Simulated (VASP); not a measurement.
# Os (Fm-3m) in VASP: notebook

Os is run at these levels: r2SCAN; tasks: single point.

All numbers are computed with VASP 6.6.1; they aren't measurements. Logs are shortened: lines on timing, memory, paths and dates and some standing lists are left out, and cuts for length are marked.

## Step 1: The cell of the first run

Symmetry: Fm-3m, No. 225, cubic system. The conventional cell has a = 3.790 Å, b = 3.790 Å, c = 3.790 Å, α = 90.00°, β = 90.00°, γ = 90.00°. Os (site symmetry m-3m) has 12 Os at 2.68 Å within 3.5 Å.

This isn't the form of Os at room conditions, which is hcp.

## Step 2: Single point, r2SCAN (13.61 Å³/atom)

Input file POSCAR:

```
Os
1.0
    0.0000000000      1.8950855702      1.8950855702
    1.8950855702      0.0000000000      1.8950855702
    1.8950855702      1.8950855702      0.0000000000
Os
1
Direct
    0.0000000000      0.0000000000      0.0000000000
```

Input file INCAR.step1:

```
PREC = Accurate
ENCUT = 660
ISMEAR = 0
SIGMA = 0.05
LREAL = F
LASPH = T
NELM = 120
NBANDS = 10
GGA = PE
ALGO = Normal
EDIFF = 1E-5
LWAVE = T
LCHARG = F
GGA_COMPAT = F
```

Input file INCAR.step2:

```
PREC = Accurate
ENCUT = 660
EDIFF = 1E-6
ISMEAR = 0
SIGMA = 0.05
LREAL = F
LASPH = T
NELM = 120
ALGO = Normal
ISIF = 2
LWAVE = F
LCHARG = F
METAGGA = R2SCAN
LMIXTAU = T
NBANDS = 10
ISTART = 1
GGA_COMPAT = F
```

Input file KPOINTS:

```
regular mesh
0
Gamma
  18 18 18
```

Potentials or basis: VASP PAW PBE potentials, release 64 (Os).

Command:

```bash
$ cat potpaw_PBE.64/Os/POTCAR > POTCAR
$ cp INCAR.step1 INCAR
$ mpirun -np 1 vasp_std > vasp.out
$ cp INCAR.step2 INCAR
$ mpirun -np 1 vasp_std > vasp.out
```

OUTCAR:

```text
PREC = Accurate
   ENCUT = 660
   EDIFF = 1E-6
   ISMEAR = 0
   LREAL = F
   LASPH = T
   NELM = 120
   ISIF = 2
   METAGGA = R2SCAN
   ISTART = 1

 ion  position               nearest neighbor table
   1  0.000  0.000  0.000-

  LATTYP: Found a face centered cubic cell.
 ALAT       =     3.7901711404

  Lattice vectors:

 A1 = (   0.0000000000,   1.8950855702,   1.8950855702)
 A2 = (   1.8950855702,   0.0000000000,   1.8950855702)
 A3 = (   1.8950855702,   1.8950855702,   0.0000000000)

Analysis of symmetry for initial positions (statically):
=====================================================================
 Subroutine PRICEL returns:
 Original cell was already a primitive cell.

 Routine SETGRP: Setting up the symmetry group for a
 face centered cubic supercell.

 Subroutine GETGRP returns: Found 48 space group operations
 (whereof 48 operations were pure point group operations)
 out of a pool of 48 trial point group operations.

The static configuration has the point symmetry O_h .

Analysis of symmetry for dynamics (positions and initial velocities):
=====================================================================
 Subroutine PRICEL returns:
 Original cell was already a primitive cell.

 Routine SETGRP: Setting up the symmetry group for a
 face centered cubic supercell.

 Subroutine GETGRP returns: Found 48 space group operations
 (whereof 48 operations were pure point group operations)
 out of a pool of 48 trial point group operations.

The dynamic configuration has the point symmetry O_h .

 Subroutine INISYM returns: Found 48 space group operations
 (whereof 48 operations are pure point group operations),
 and found     1 'primitive' translations

----------------------------------------------------------------------------------------

                                     Primitive cell

  volume of cell :      13.6118

  direct lattice vectors                    reciprocal lattice vectors
     0.000000000  1.895085570  1.895085570    -0.263840329  0.263840329  0.263840329
     1.895085570  0.000000000  1.895085570     0.263840329 -0.263840329  0.263840329
     1.895085570  1.895085570  0.000000000     0.263840329  0.263840329 -0.263840329

  length of vectors
     2.680055715  2.680055715  2.680055715     0.456984855  0.456984855  0.456984855

  position of ions in fractional coordinates (direct lattice)
     0.000000000  0.000000000  0.000000000

[... 79 lines left out ...]
   IBRION =     -1    ionic relax: 0-MD 1-quasi-New 2-CG
   NFREE  =      0    steps in history (QN), initial steepest desc. (CG)
   ISIF   =      2    stress and relaxation
   ISYM   =      2    0-nonsym 1-usesym 2-fastsym
   POTIM  = 0.5000    time-step for ionic-motion
   TEBEG  =    0.0;   TEEND  =   0.0 temperature during run
   PSTRESS=    0.0 pullay stress
   NELECT =       8.0000    total number of electrons
   NUPDOWN=      -1.0000    fix difference up-down
   EMIN   =  10.00;   EMAX   =-10.00  energy-range for DOS
   EFERMI =   0.00;   METHOD = LEGACY
   ISMEAR =     0;   SIGMA  =   0.05  broadening in eV -4-tet -1-fermi 0-gaus
   EFERMI_NEDOS =   21; number of points for ismear=-14 and -15
   IALGO  =     38    algorithm
   IMIX   =      4    mixing-type and parameters
     AMIX     =   0.40;   BMIX     =  1.00
     AMIX_MAG =   1.60;   BMIX_MAG =  1.00
  volume/ion in A,a.u.               =      13.61        91.86
  Fermi-wavevector in a.u.,A,eV,Ry     =   1.371301  2.591382 25.585285  1.880465
  Thomas-Fermi vector in A             =   2.497010
   LORBIT       =      0    0 simple, 1 ext, 2 COOP (PROOUT), +10 PAW based schemes
   METAGGA = R2SCAN    functional components
   LHFCALC =     F    Hartree Fock is set to
   AEXX    =    0.0000 exact exchange contribution
   IVDW    =     0    specifies the selected vdW correction
   LEPSILON=     F    determine dielectric tensor
   LRPA    =     F    only Hartree local field effects (RPA)
 non-spin polarized calculation
 Gauss-broadening in eV      SIGMA  =   0.05
  energy-cutoff  :      660.00
  volume of cell :       13.61
 maximum number of plane-waves:       544
   NGX = 11   NGY = 11   NGZ = 11

 number of electron       8.0000001 magnetization

 Free energy of the ion-electron system (eV)
  ---------------------------------------------------
  ext. energy  EPLUGINS =         0.00000000
  ---------------------------------------------------
  free energy    TOTEN  =       -52.83088113 eV

  energy without entropy =      -52.83015866  energy(sigma->0) =      -52.83051989

 E-fermi :   9.5022     XC(G=0): -15.5698

 val. band max:        9.4566298682   @ k =  -0.2778   0.1667   0.0000
 cond. band min:       9.5228243401   @ k =  -0.2222   0.2778   0.0556
 fundamental gap:      0.0661944718
 Fermi energy:         9.5022014544

 k-point     1 :       0.0000    0.0000    0.0000
  band No.  band energies     occupation
      1      -2.0072      2.00000
      2       6.3109      2.00000
      3       6.3109      2.00000
      4       6.3109      2.00000
      5       9.6050      0.00365
      6       9.6050      0.00365
      7      24.4678      0.00000
      8      30.8087      0.00000
      9      30.8087      0.00000
     10      30.8087      0.00000
[... 287 lines left out ...]
 k-point    24 :      -0.2222    0.0556    0.0000
  band No.  band energies     occupation
      1       0.4658      2.00000
      2       5.4104      2.00000
      3       6.8225      2.00000
      4       6.9467      2.00000
      5       9.1955      2.00000
      6      10.2786      0.00000
      7      25.0103      0.00000
      8      28.3686      0.00000
      9      33.9185      0.00000
     10      35.3174      0.00000

 [... further k-points ...]

------------------------ aborting loop because EDIFF is reached ----------------------------------------

  FORCE on cell =-STRESS in cart. coord.  units (eV):
  Direction    XX          YY          ZZ          XY          YZ          ZX
  --------------------------------------------------------------------------------------
  -------------------------------------------------------------------------------------
  Total        1.4048218      1.4048218      1.4048218      0.0000000      0.0000000      0.0000000
  in kB      165.3542450    165.3542450    165.3542450      0.0000000      0.0000000      0.0000000
  external PRESSURE =     165.3542450 kB  Pullay stress =       0.0000000 kB

 VOLUME and BASIS-vectors are now :
 -----------------------------------------------------------------------------
  energy-cutoff  :      660.00
  volume of cell :       13.61
      direct lattice vectors                 reciprocal lattice vectors
     0.000000000  1.895085570  1.895085570    -0.263840329  0.263840329  0.263840329
     1.895085570  0.000000000  1.895085570     0.263840329 -0.263840329  0.263840329
     1.895085570  1.895085570  0.000000000     0.263840329  0.263840329 -0.263840329

 POSITION                                       TOTAL-FORCE (eV/Angst)
 -----------------------------------------------------------------------------------
      0.00000      0.00000      0.00000         0.000000      0.000000      0.000000
 -----------------------------------------------------------------------------------
    total drift:                               -0.000000      0.000000     -0.000000

  FREE ENERGIE OF THE ION-ELECTRON SYSTEM (eV)
  ---------------------------------------------------
  free  energy   TOTEN  =       -52.8308811275 eV

  energy  without entropy=      -52.8301586611  energy(sigma->0) =      -52.83051989
```

OUTCAR.step1:

```text
PREC = Accurate
   ENCUT = 660
   ISMEAR = 0
   LREAL = F
   LASPH = T
[... 527 lines left out ...]

 POSITION                                       TOTAL-FORCE (eV/Angst)
 -----------------------------------------------------------------------------------
      0.00000      0.00000      0.00000        -0.000000     -0.000000     -0.000000
 -----------------------------------------------------------------------------------
    total drift:                               -0.000000     -0.000000     -0.000000

  FREE ENERGIE OF THE ION-ELECTRON SYSTEM (eV)
  ---------------------------------------------------
  free  energy   TOTEN  =       -11.0650157973 eV

  energy  without entropy=      -11.0641396590  energy(sigma->0) =      -11.06457773
```

OSZICAR.step1:

```text
N       E                     dE             d eps       ncg     rms          rms(c)
DAV:   1     0.463207511951E+02    0.46321E+02   -0.48770E+03  3916   0.918E+02
DAV:   2    -0.102868319942E+02   -0.56608E+02   -0.52959E+02  3976   0.219E+02
DAV:   3    -0.117255451865E+02   -0.14387E+01   -0.14238E+01  4712   0.341E+01
DAV:   4    -0.117297870382E+02   -0.42419E-02   -0.42413E-02  4228   0.194E+00
DAV:   5    -0.117298013405E+02   -0.14302E-04   -0.14302E-04  4342   0.107E-01    0.176E+01
DAV:   6    -0.112285699186E+02    0.50123E+00   -0.48685E-01  4740   0.561E+00    0.829E+00
DAV:   7    -0.110691806807E+02    0.15939E+00   -0.38121E-01  4812   0.472E+00    0.515E-01
DAV:   8    -0.110659373506E+02    0.32433E-02   -0.21222E-03  4116   0.394E-01    0.283E-01
DAV:   9    -0.110650307604E+02    0.90659E-03   -0.68594E-04  4362   0.285E-01    0.267E-02
DAV:  10    -0.110650189100E+02    0.11850E-04   -0.53509E-06  3176   0.228E-02    0.508E-03
DAV:  11    -0.110650157973E+02    0.31127E-05   -0.44906E-07  2030   0.925E-03
   1 F= -.11065016E+02 E0= -.11064578E+02  d E =-.876138E-03
```

It took 1.7 min on 1 thread of AMD EPYC 7R13 (Zen 3), shared host; peak memory 0.15 GiB.

What came out:

| Property | Result |
| --- | --- |
| Free energy | -52.8309 eV |
| Pressure | 16.5 GPa |
| Band gap on the k mesh | zero (bands 4 and 5 overlap by 4.16 eV) |

Caveat: the cell stands under pressure; the PAW data sets were made with another functional, which shifts forces and pressure a little; spin-orbit coupling is left out, which moves the levels of the heavy elements.

## Step 3: Single point, r2SCAN

This run uses another cell than the first one, of 14.33 Å³/atom.

Input file POSCAR:

```
Os
1.0
    0.0000000000      1.9278827483      1.9278827483
    1.9278827483      0.0000000000      1.9278827483
    1.9278827483      1.9278827483      0.0000000000
Os
1
Direct
    0.0000000000      0.0000000000      0.0000000000
```

Input file INCAR.step1:

```
SYSTEM = Os
PREC = Accurate
ENCUT = 660
ISMEAR = 0
SIGMA = 0.05
LREAL = .False.
LASPH = .True.
NELM = 120
NBANDS = 10
GGA = PE
ALGO = Normal
EDIFF = 1E-5
LWAVE = .True.
LCHARG = .False.
GGA_COMPAT = .False.
```

Input file INCAR.step2:

```
SYSTEM = Os
PREC = Accurate
ENCUT = 660
EDIFF = 1E-6
ISMEAR = 0
SIGMA = 0.05
LREAL = .False.
LASPH = .True.
NELM = 120
ALGO = Normal
ISIF = 2
LWAVE = .False.
LCHARG = .True.
METAGGA = R2SCAN
LMIXTAU = .True.
LELF = .True.
LVHAR = .True.
NBANDS = 10
ISTART = 1
GGA_COMPAT = .False.
```

Input file KPOINTS:

```
regular mesh
0
Gamma
  18 18 18
  0 0 0
```

Potentials or basis: VASP PAW PBE potentials, release 64 (Os).

Command:

```bash
$ cat potpaw_PBE.64/Os/POTCAR > POTCAR
$ cp INCAR.step1 INCAR
$ mpirun -np 1 vasp_std > vasp.out
$ cp INCAR.step2 INCAR
$ mpirun -np 1 vasp_std > vasp.out
```

OUTCAR:

```text
SYSTEM = Os
   PREC = Accurate
   ENCUT = 660
   EDIFF = 1E-6
   ISMEAR = 0
   LREAL = .False.
   LASPH = .True.
   NELM = 120
   ISIF = 2
   METAGGA = R2SCAN
   ISTART = 1

 ion  position               nearest neighbor table
   1  0.000  0.000  0.000-

  LATTYP: Found a face centered cubic cell.
 ALAT       =     3.8557654966

  Lattice vectors:

 A1 = (   0.0000000000,   1.9278827483,   1.9278827483)
 A2 = (   1.9278827483,   0.0000000000,   1.9278827483)
 A3 = (   1.9278827483,   1.9278827483,   0.0000000000)

[... 491 lines left out ...]
 [... further k-points ...]

------------------------ aborting loop because EDIFF is reached ----------------------------------------

  FORCE on cell =-STRESS in cart. coord.  units (eV):
  Direction    XX          YY          ZZ          XY          YZ          ZX
  --------------------------------------------------------------------------------------
  -------------------------------------------------------------------------------------
  Total       -0.5886808     -0.5886808     -0.5886808      0.0000000     -0.0000000      0.0000000
  in kB      -65.8140435    -65.8140435    -65.8140435      0.0000000     -0.0000000      0.0000000
  external PRESSURE =     -65.8140435 kB  Pullay stress =       0.0000000 kB

 VOLUME and BASIS-vectors are now :
 -----------------------------------------------------------------------------
  energy-cutoff  :      660.00
  volume of cell :       14.33
      direct lattice vectors                 reciprocal lattice vectors
     0.000000000  1.927882748  1.927882748    -0.259351872  0.259351872  0.259351872
     1.927882748  0.000000000  1.927882748     0.259351872 -0.259351872  0.259351872
     1.927882748  1.927882748  0.000000000     0.259351872  0.259351872 -0.259351872

 POSITION                                       TOTAL-FORCE (eV/Angst)
 -----------------------------------------------------------------------------------
      0.00000      0.00000      0.00000         0.000000      0.000000      0.000000
 -----------------------------------------------------------------------------------
    total drift:                               -0.000000      0.000000     -0.000000

  FREE ENERGIE OF THE ION-ELECTRON SYSTEM (eV)
  ---------------------------------------------------
  free  energy   TOTEN  =       -52.8505111098 eV

  energy  without entropy=      -52.8497396849  energy(sigma->0) =      -52.85012540
```

OUTCAR.step1:

```text
SYSTEM = Os
   PREC = Accurate
   ENCUT = 660
   ISMEAR = 0
   LREAL = .False.
   LASPH = .True.
   NELM = 120
[... 528 lines left out ...]
 -----------------------------------------------------------------------------------
      0.00000      0.00000      0.00000         0.000000      0.000000      0.000000
 -----------------------------------------------------------------------------------
    total drift:                               -0.000000     -0.000000     -0.000000

  FREE ENERGIE OF THE ION-ELECTRON SYSTEM (eV)
  ---------------------------------------------------
  free  energy   TOTEN  =       -11.1148269659 eV

  energy  without entropy=      -11.1139361327  energy(sigma->0) =      -11.11438155
```

OSZICAR.step1:

```text
N       E                     dE             d eps       ncg     rms          rms(c)
DAV:   1     0.454689844405E+02    0.45469E+02   -0.49091E+03  3908   0.917E+02
DAV:   2    -0.103324901222E+02   -0.55801E+02   -0.52447E+02  3982   0.215E+02
DAV:   3    -0.118130933657E+02   -0.14806E+01   -0.14647E+01  4654   0.341E+01
DAV:   4    -0.118180205003E+02   -0.49271E-02   -0.49263E-02  4244   0.209E+00
DAV:   5    -0.118180365689E+02   -0.16069E-04   -0.16068E-04  4318   0.113E-01    0.156E+01
DAV:   6    -0.112726455739E+02    0.54539E+00   -0.60319E-01  4678   0.625E+00    0.692E+00
DAV:   7    -0.111190284337E+02    0.15362E+00   -0.40765E-01  4830   0.488E+00    0.421E-01
DAV:   8    -0.111163909858E+02    0.26374E-02   -0.18680E-03  4072   0.348E-01    0.288E-01
DAV:   9    -0.111148259613E+02    0.15650E-02   -0.86429E-04  4286   0.313E-01    0.242E-02
DAV:  10    -0.111148269659E+02   -0.10046E-05   -0.76401E-06  3604   0.214E-02
   1 F= -.11114827E+02 E0= -.11114382E+02  d E =-.890833E-03
```

It took 1.9 min on 1 thread of AMD EPYC 7R13 (Zen 3), shared host; peak memory 0.15 GiB.

What came out:

```
Free energy            : -52.8505 eV
Pressure               : -6.6 GPa
Band gap on the k mesh : zero (bands 4 and 5 overlap by 3.81 eV)
```

Caveat: the cell stands under tension; the PAW data sets were made with another functional, which shifts forces and pressure a little; spin-orbit coupling is left out, which moves the levels of the heavy elements.

The gap in the log of VASP goes by the Fermi energy; the results here count the filled bands.